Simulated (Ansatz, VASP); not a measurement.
**CdS: VASP beside Ansatz**

```
Cd S
1.0
     4.12208    0.00000    0.00000
     0.00000    6.71709    0.00000
     0.00000    0.00000    7.13964
Cd S
4 4
Direct
  0.50000 0.00000 0.00000
  0.00000 0.50000 0.16668
  0.00000 0.00000 0.50000
  0.50000 0.50000 0.66666
  0.50000 0.62300 0.00000
  0.00000 0.12300 0.16668
  0.00000 0.62300 0.50000
  0.50000 0.12300 0.66666
```

Alike in both runs: task single point; functional PBEsol; k mesh 4 × 4 × 4; occupations gaussian, width 0.1 eV; no spin polarisation.

|  | VASP | Ansatz |
| --- | --- | --- |
| version | VASP 6.6.1 | Ansatz 0.2.0 |
| potentials or method | VASP PAW PBE potentials, release 64 (Cd, S), cutoff 500 eV | scalar-relativistic, plane waves, PAW |
| valence electrons in the cell | 72 | 104 |

Ansatz gave:

| Item | Value |
| --- | --- |
| gap on the k mesh at the Fermi level (eV) | 1.09 |
| least direct gap on the mesh (eV) | 1.09 |
| pressure (GPa) | 0.0 |
| rms of the force components (eV/Å) | 0.018 |

Q: Which values does VASP return?

A: gap on the k mesh at the Fermi level (eV): 1.09; least direct gap on the mesh (eV): 1.09; pressure (GPa): 0.4; rms of the force components (eV/Å): 0.019.

VASP's potentials were made for PBE, not for PBEsol, and Ansatz warns of the same on its side. VASP's potentials hold 72 valence electrons a cell and Ansatz's 104, so a difference there can come from the potentials and not from the codes. Ansatz's warnings: structure snapped to symmetry.
